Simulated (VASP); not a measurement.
Wanted: the native input for a VASP 6.6.1 run.

```yaml
Task: single point
Functional: PBE
Potentials_or_basis: VASP PAW PBE potentials, release 64 (K_sv, Zn, F)
Cutoff: 520 eV
k_mesh: 6 × 6 × 6
Occupations: gaussian, width 0.05 eV
Spin: no spin polarisation
Dipole_correction: no
Further_INCAR_settings: ALGO = Normal; EDIFF = 1e-06; NBANDS = 29
```

The structure of KZnF3 lies in POSCAR:

```
KZnF3
1.0
    4.0500000000      0.0000000000      0.0000000000
    0.0000000000      4.0500000000      0.0000000000
    0.0000000000      0.0000000000      4.0500000000
K Zn F
1 1 3
Direct
    0.0000000000      0.0000000000      0.0000000000
    0.5000000000      0.5000000000      0.5000000000
    0.4738108600      0.4738108600     -0.0370370370
    0.0000000000      0.5000000000      0.5000000000
    0.5000000000      0.0000000000      0.5000000000
```

This cell differs from its parent crystal: atom 3 (F) moved by (-0.150, -0.150) A along [1 1 0] and z.

These files were run (other wordings do the same):

INCAR

```
SYSTEM = KZnF3
  ALGO = Normal
  EDIFF = 1E-6
  ENCUT = 520
  GGA = PE
  ISIF = 2
  ISMEAR = 0
  LASPH = .TRUE.
  LCHARG = .FALSE.
  LREAL = .FALSE.
  LWAVE = .FALSE.
  NBANDS = 29
  NELM = 60
  PREC = Accurate
  SIGMA = 0.05
```

KPOINTS

```
k-points
0
G
  6 6 6
  0 0 0
```

Potentials or basis: VASP PAW PBE potentials, release 64 (K_sv, Zn, F).

Launch:

```bash
$ cat potpaw_PBE.64/K_sv/POTCAR potpaw_PBE.64/Zn/POTCAR potpaw_PBE.64/F/POTCAR > POTCAR
$ mpirun -np 1 vasp_std > vasp.out
```

Results of the run:

- Pressure: 6.2 GPa
- Largest force: 1.960 eV/Å
- Band gap on the k mesh: 3.75 eV (least direct gap 5.53 eV)

Caveat: the cell differs from its parent crystal (atom 3 (F) moved by (-0.150, -0.150) A along [1 1 0] and z); the cell stands under pressure; forces of over 1 eV/Å act on the atoms, so gaps and moduli don't describe the material at rest.

It took 60 s on 1 thread of AMD EPYC 9R45 96-Core Processor (Zen 5) (shared host), peak memory 0.22 GiB.
